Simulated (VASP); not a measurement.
The system is Hg.

```
Hg
1.0
     0.00000    2.36097    2.36097
     2.36097    0.00000    2.36097
     2.36097    2.36097    0.00000
Hg
1
Direct
  0.00000 0.00000 0.00000
```

* Program: VASP 6.6.1
* Task: relaxation of cell and atoms
* Functional: r2SCAN
* Potentials or basis: VASP PAW PBE potentials, release 64 (Hg)
* Cutoff: 600 eV
* k mesh: 16 × 16 × 16
* Occupations: fermi-dirac, width 0.08 eV
* Spin: no spin polarisation

At the start: pressure 0.8 GPa; volume 26.32 Å³/atom.

Question: How do energy, volume and symmetry change on relaxing?

Answer: Over 4 steps the energy falls by 3.5 meV/atom and the volume is 27.87 Å³/atom (+5.9 %); space group Fm-3m (No. 225, to 0.05 Å).

The path:
```csv
step,energy change (eV),largest force (eV/Å),pressure (GPa),volume (Å³)
1,0.0000,0.0000,0.81,26.32
2,-0.0021,0.0000,0.49,26.83
3,-0.0033,0.0000,-0.14,28.18
4,-0.0035,0.0000,-0.03,27.87
```

Final structure:
```cif
data_structure
_symmetry_space_group_name_H-M 'P 1'
_symmetry_Int_Tables_number 1
_cell_length_a 3.4030
_cell_length_b 3.4030
_cell_length_c 3.4030
_cell_angle_alpha 60.000
_cell_angle_beta 60.000
_cell_angle_gamma 60.000
_cell_volume 27.87
loop_
_atom_site_label
_atom_site_type_symbol
_atom_site_fract_x
_atom_site_fract_y
_atom_site_fract_z
_atom_site_occupancy
Hg1 Hg 0.00000 0.00000 0.00000 1
```

Caveat: the PAW data sets were made with another functional, which shifts forces and pressure a little.
